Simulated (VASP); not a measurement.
# Cs2H (P4_2/mnm) in VASP: relaxation of cell and atoms with PBE

Aim: the relaxation of cell and atoms of Cs2H with PBE.

Everything below comes from runs of VASP 6.6.1. Logs are shortened: lines on timing, memory, paths and dates and some standing lists are left out, and cuts for length are marked.

## 1. The cell of the first run

The structure is tetragonal, space group P4_2/mnm (No. 136). The conventional cell has a = 6.841 Å, b = 6.841 Å, c = 4.406 Å, α = 90.00°, β = 90.00°, γ = 90.00°. Cs (site symmetry m2m) has 3 H at 2.89 to 2.96 Å and 1 Cs at 3.75 Å within 3.8 Å. H (site symmetry mmm) has 6 Cs at 2.89 to 2.96 Å within 3.8 Å.

## 2. Relaxation of cell and atoms, PBE

Input file INCAR:

```
SYSTEM = Cs2H
  ALGO = Normal
  EDIFF = 1E-6
  EDIFFG = -0.01
  ENCUT = 600
  GGA = PE
  IBRION = 2
  ISIF = 3
  ISMEAR = 0
  LASPH = .TRUE.
  LCHARG = .FALSE.
  LREAL = .FALSE.
  LWAVE = .FALSE.
  NELM = 80
  NSW = 100
  PREC = Accurate
  SIGMA = 0.1
```

Input file KPOINTS:

```
k-points
0
G
  6 6 8
  0 0 0
```

Input file POSCAR:

```
Cs2H
1.0
    6.8408108620      0.0000000000      0.0000000000
    0.0000000000      6.8408108620      0.0000000000
    0.0000000000      0.0000000000      4.4061731259
Cs H
4 2
Direct
    0.3060000000      0.3060000000      0.0000000000
    0.1940000000      0.8060000000      0.5000000000
    0.6940000000      0.6940000000      0.0000000000
    0.8060000000      0.1940000000      0.5000000000
    0.0000000000      0.0000000000      0.0000000000
    0.5000000000      0.5000000000      0.5000000000
```

Potentials or basis: VASP PAW PBE potentials, release 64 (Cs_sv, H).

Command:

```bash
> cat potpaw_PBE.64/Cs_sv/POTCAR potpaw_PBE.64/H/POTCAR > POTCAR
> mpirun -np 1 vasp_std > vasp.out
```

OUTCAR:

```text
SYSTEM = Cs2H
   EDIFF = 1E-6
   EDIFFG = -0.01
   ENCUT = 600
   GGA = PE
   IBRION = 2
   ISIF = 3
   ISMEAR = 0
   LASPH = .TRUE.
   LREAL = .FALSE.
   NELM = 80
   NSW = 100
   PREC = Accurate

 ion  position               nearest neighbor table
   1  0.306  0.306  0.000-
   2  0.194  0.806  0.500-
   3  0.694  0.694  0.000-
   4  0.806  0.194  0.500-
   5  0.000  0.000  0.000-
   6  0.500  0.500  0.500-

  LATTYP: Found a simple tetragonal cell.
 ALAT       =     6.8408108620
 C/A-ratio  =     0.6441010013

  Lattice vectors:

 A1 = (   6.8408108620,   0.0000000000,   0.0000000000)
 A2 = (   0.0000000000,   6.8408108620,   0.0000000000)
 A3 = (   0.0000000000,   0.0000000000,   4.4061731259)

Analysis of symmetry for initial positions (statically):
=====================================================================
 Subroutine PRICEL returns:
 Original cell was already a primitive cell.

 Routine SETGRP: Setting up the symmetry group for a
 simple tetragonal supercell.

 Subroutine GETGRP returns: Found 16 space group operations
 (whereof  8 operations were pure point group operations)
 out of a pool of 16 trial point group operations.

The static configuration has the point symmetry D_2h.
 The point group associated with its full space group is D_4h.

Analysis of symmetry for dynamics (positions and initial velocities):
=====================================================================
 Subroutine PRICEL returns:
 Original cell was already a primitive cell.

 Routine SETGRP: Setting up the symmetry group for a
 simple tetragonal supercell.

 Subroutine GETGRP returns: Found 16 space group operations
 (whereof  8 operations were pure point group operations)
 out of a pool of 16 trial point group operations.

The dynamic configuration has the point symmetry D_2h.
 The point group associated with its full space group is D_4h.

 Subroutine INISYM returns: Found 16 space group operations
 (whereof  8 operations are pure point group operations),
 and found     1 'primitive' translations

----------------------------------------------------------------------------------------

                                     Primitive cell

  volume of cell :     206.1943

  direct lattice vectors                    reciprocal lattice vectors
     6.840810862  0.000000000  0.000000000     0.146181501  0.000000000  0.000000000
     0.000000000  6.840810862  0.000000000     0.000000000  0.146181501  0.000000000
     0.000000000  0.000000000  4.406173126     0.000000000  0.000000000  0.226954314

  length of vectors
     6.840810862  6.840810862  4.406173126     0.146181501  0.146181501  0.226954314

  position of ions in fractional coordinates (direct lattice)
     0.306000000  0.306000000  0.000000000
     0.194000000  0.806000000  0.500000000
     0.694000000  0.694000000  0.000000000
     0.806000000  0.194000000  0.500000000
     0.000000000  0.000000000  0.000000000
     0.500000000  0.500000000  0.500000000

  ion indices of the primitive-cell ions
   primitive index   ion index
                 1           1
                 2           2
                 3           3
                 4           4
                 5           5
                 6           6

----------------------------------------------------------------------------------------

 KPOINTS: k-points

Automatic generation of k-mesh.
 Grid dimensions read from file:
 generate k-points for:    6    6    8

 Generating k-lattice:

  Cartesian coordinates                     Fractional coordinates (reciprocal lattice)
     0.024363584  0.000000000  0.000000000     0.166666667  0.000000000  0.000000000
     0.000000000  0.024363584  0.000000000     0.000000000  0.166666667  0.000000000
     0.000000000  0.000000000  0.028369289     0.000000000  0.000000000  0.125000000

  Length of vectors
     0.024363584  0.024363584  0.028369289

  Shift w.r.t. Gamma in fractional coordinates (k-lattice)
     0.000000000  0.000000000  0.000000000

 Subroutine IBZKPT returns following result:
 ===========================================

 Found     50 irreducible k-points:

 Following reciprocal coordinates:
            Coordinates               Weight
  0.000000  0.000000  0.000000      1.000000
  0.166667  0.000000  0.000000      4.000000
  0.333333  0.000000  0.000000      4.000000
  0.500000  0.000000  0.000000      2.000000
  0.166667  0.166667  0.000000      4.000000
  0.333333  0.166667  0.000000      8.000000
[... 16 lines left out ...]
  0.333333  0.000000  0.250000      8.000000
  0.500000  0.000000  0.250000      4.000000
 [... further k-points ...]
   k-points           NKPTS =     50   k-points in BZ     NKDIM =     50   number of bands    NBANDS=     23
   number of dos      NEDOS =    301   number of ions     NIONS =      6
   total plane-waves  NPLWV = 112896
   dimension x,y,z NGX =    56 NGY =   56 NGZ =   36
   dimension x,y,z NGXF=   112 NGYF=  112 NGZF=   72
   ions per type =               4   2
   NGX,Y,Z   is equivalent  to a cutoff of  13.61, 13.61, 13.58 a.u.
   NGXF,Y,Z  is equivalent  to a cutoff of  27.22, 27.22, 27.17 a.u.
 SYSTEM =  Cs2H
   PREC   = accura    normal or accurate (medium, high low for compatibility)
   ISTART =      0    job   : 0-new  1-cont  2-samecut
   ICHARG =      2    charge: 1-file 2-atom 10-const
   ISPIN  =      1    spin polarized calculation?
   LNONCOLLINEAR =      F non collinear calculations
   LSORBIT =      F    spin-orbit coupling
   LASPH  =      T    aspherical Exc in radial PAW
   ENCUT  =  600.0 eV  44.10 Ry    6.64 a.u.  13.66 13.66  8.80*2*pi/ulx,y,z
   NELM   =     80;   NELMIN=  2; NELMDL= -5     # of ELM steps
   EDIFF  = 0.1E-05   stopping-criterion for ELM
   LREAL  =      F    real-space projection
   EDIFFG = -.1E-01   stopping-criterion for IOM
   NSW    =    100    number of steps for IOM
   IBRION =      2    ionic relax: 0-MD 1-quasi-New 2-CG
   NFREE  =      1    steps in history (QN), initial steepest desc. (CG)
   ISIF   =      3    stress and relaxation
   ISYM   =      2    0-nonsym 1-usesym 2-fastsym
   POTIM  = 0.5000    time-step for ionic-motion
   TEBEG  =    0.0;   TEEND  =   0.0 temperature during run
   PSTRESS=    0.0 pullay stress
   NELECT =      38.0000    total number of electrons
   NUPDOWN=      -1.0000    fix difference up-down
   EMIN   =  10.00;   EMAX   =-10.00  energy-range for DOS
   EFERMI =   0.00;   METHOD = LEGACY
   ISMEAR =     0;   SIGMA  =   0.10  broadening in eV -4-tet -1-fermi 0-gaus
   EFERMI_NEDOS =   21; number of points for ismear=-14 and -15
   IALGO  =     38    algorithm
   IMIX   =      4    mixing-type and parameters
     AMIX     =   0.40;   BMIX     =  1.00
     AMIX_MAG =   1.60;   BMIX_MAG =  1.00
  volume/ion in A,a.u.               =      34.37       231.91
  Fermi-wavevector in a.u.,A,eV,Ry     =   0.931631  1.760527 11.808983  0.867936
  Thomas-Fermi vector in A             =   2.058144
   LORBIT       =      0    0 simple, 1 ext, 2 COOP (PROOUT), +10 PAW based schemes
   GGA     = PE    functional components
   LHFCALC =     F    Hartree Fock is set to
   AEXX    =    0.0000 exact exchange contribution
   IVDW    =     0    specifies the selected vdW correction
   LEPSILON=     F    determine dielectric tensor
   LRPA    =     F    only Hartree local field effects (RPA)
 conjugate gradient relaxation of ions
 non-spin polarized calculation
 Gauss-broadening in eV      SIGMA  =   0.10
  energy-cutoff  :      600.00
  volume of cell :      206.19
 maximum number of plane-waves:      6930
 NGX is ok and might be reduce to    56
   NGX = 27   NGY = 27   NGZ = 17

--------------------------------------- Ionic step        1  -------------------------------------------

 number of electron      38.0000000 magnetization

 Free energy of the ion-electron system (eV)
  ---------------------------------------------------
  ext. energy  EPLUGINS =         0.00000000
  ---------------------------------------------------
  free energy    TOTEN  =        -9.19469137 eV

  energy without entropy =       -9.17117480  energy(sigma->0) =       -9.18293308

------------------------ aborting loop because EDIFF is reached ----------------------------------------

  FORCE on cell =-STRESS in cart. coord.  units (eV):
  Direction    XX          YY          ZZ          XY          YZ          ZX
  --------------------------------------------------------------------------------------
  -------------------------------------------------------------------------------------
  Total        5.1688189      5.1688189      4.2377827      0.0000000      0.0000000      0.0000000
  in kB       40.1629102     40.1629102     32.9285451      0.0000000      0.0000000      0.0000000
  external PRESSURE =      37.7514552 kB  Pullay stress =       0.0000000 kB
[... 101 lines left out ...]
  FREE ENERGIE OF THE ION-ELECTRON SYSTEM (eV)
  ---------------------------------------------------
  free  energy   TOTEN  =       -10.0901193683 eV

  energy  without entropy=      -10.0616005756  energy(sigma->0) =      -10.07585997

[... ionic steps 4 to 14 ...]

--------------------------------------- Ionic step       15  -------------------------------------------

 number of electron      37.9999991 magnetization

------------------------ aborting loop because EDIFF is reached ----------------------------------------

  FORCE on cell =-STRESS in cart. coord.  units (eV):
  Direction    XX          YY          ZZ          XY          YZ          ZX
  --------------------------------------------------------------------------------------
  -------------------------------------------------------------------------------------
  Total       -0.1437207     -0.1437207     -0.1477862      0.0000000      0.0000000      0.0000000
  in kB       -0.7056528     -0.7056528     -0.7256140      0.0000000      0.0000000      0.0000000
  external PRESSURE =      -0.7123065 kB  Pullay stress =       0.0000000 kB
[... 65 lines left out ...]
  energy  without entropy=      -10.1704723552  energy(sigma->0) =      -10.18123625

--------------------------------------- Ionic step       17  -------------------------------------------

 number of electron      37.9999996 magnetization

 Free energy of the ion-electron system (eV)
  ---------------------------------------------------
  ext. energy  EPLUGINS =         0.00000000
  ---------------------------------------------------
  free energy    TOTEN  =       -10.19198950 eV

  energy without entropy =      -10.17054035  energy(sigma->0) =      -10.18126493

 E-fermi :   1.3668     XC(G=0):  -6.4175

 val. band max:        1.3535748097   @ k =   0.5000   0.5000   0.2500
 cond. band min:       1.3739123901   @ k =   0.1667   0.1667   0.0000
 fundamental gap:      0.0203375803
 Fermi energy:         1.3668120623

 k-point     1 :       0.0000    0.0000    0.0000
  band No.  band energies     occupation
      1     -22.2469      2.00000
      2     -22.2132      2.00000
      3     -22.2132      2.00000
      4     -22.2115      2.00000
      5      -9.3386      2.00000
      6      -9.2352      2.00000
[... 613 lines left out ...]
     22       2.3952      0.00000
     23       3.0557      0.00000

 [... further k-points ...]

------------------------ aborting loop because EDIFF is reached ----------------------------------------

  FORCE on cell =-STRESS in cart. coord.  units (eV):
  Direction    XX          YY          ZZ          XY          YZ          ZX
  --------------------------------------------------------------------------------------
  -------------------------------------------------------------------------------------
  Total        0.0002256      0.0002256      0.0447653      0.0000000      0.0000000      0.0000000
  in kB        0.0011180      0.0011180      0.2218370      0.0000000      0.0000000      0.0000000
  external PRESSURE =       0.0746910 kB  Pullay stress =       0.0000000 kB
[... 21 lines left out ...]
  FREE ENERGIE OF THE ION-ELECTRON SYSTEM (eV)
  ---------------------------------------------------
  free  energy   TOTEN  =       -10.1919895007 eV

  energy  without entropy=      -10.1705403531  energy(sigma->0) =      -10.18126493

 reached required accuracy - stopping structural energy minimisation
```

Run time: 39 min. Hardware: 1 thread of Intel Xeon 8259CL, shared host; peak memory 0.47 GiB.

What came out:

| Quantity | Value |
| --- | --- |
| Free energy | -10.1920 eV |
| Relaxed volume | 53.88 Å³/atom |
| Relaxed cell | a = 8.405 Å, b = 8.405 Å, c = 4.577 Å, α = 90.00°, β = 90.00°, γ = 90.00° |
| Space group after relaxing (to 0.1 Å) | P4_2/mnm (No. 136) |
| Energy gained by relaxing | 166.2 meV/atom |
| Ionic steps | 17 |
| Pressure after relaxing | 0.0 GPa |
| Largest force after relaxing | 0.009 eV/Å |
| Band gap on the k mesh | zero (bands 19 and 20 overlap by 0.80 eV) |

Forces on the atoms (eV/Å):
```
Cs  -0.006 -0.006  0.000
Cs   0.006 -0.006  0.000
Cs   0.006  0.006  0.000
Cs  -0.006  0.006  0.000
H    0.000  0.000  0.000
H    0.000  0.000  0.000
```

Step by step:
```csv
step,energy change (eV),largest force (eV/Å),pressure (GPa),volume (Å³)
1,0.0000,0.1702,3.78,206.19
2,-0.4690,0.1051,2.21,231.31
3,-0.8954,0.0331,0.45,286.03
4,-0.9322,0.0173,0.04,308.01
5,-0.9334,0.0146,-0.03,312.88
6,-0.9503,0.0059,-0.03,313.22
7,-0.9840,0.0184,-0.01,313.77
8,-0.9547,0.0638,0.07,312.82
9,-0.9902,0.0305,0.01,313.79
10,-0.9903,0.0325,0.01,313.77
11,-0.9909,0.0312,0.01,314.37
12,-0.9927,0.0284,-0.01,316.15
13,-0.9951,0.0237,-0.04,319.74
14,-0.9962,0.0113,-0.09,326.96
15,-0.9967,0.0077,-0.07,326.32
16,-0.9973,0.0026,-0.05,325.31
17,-0.9973,0.0087,0.01,323.31
```

Final structure:
```yaml
crystal:
  lattice:
    - [8.40457, 0.00000, 0.00000]
    - [0.00000, 8.40457, 0.00000]
    - [0.00000, 0.00000, 4.57706]
  atoms:
    - { symbol: Cs, position: [0.31414, 0.31414, 0.00000] }
    - { symbol: Cs, position: [0.18586, 0.81414, 0.50000] }
    - { symbol: Cs, position: [0.68586, 0.68586, 0.00000] }
    - { symbol: Cs, position: [0.81414, 0.18586, 0.50000] }
    - { symbol: H, position: [0.00000, 0.00000, 0.00000] }
    - { symbol: H, position: [0.50000, 0.50000, 0.50000] }
```

Caveat: the volume moved by over 15 % at a fixed basis, so the end points are rough; spin-orbit coupling is left out, which moves the levels of the heavy elements.

The gap in the log of VASP goes by the Fermi energy; the results here count the filled bands.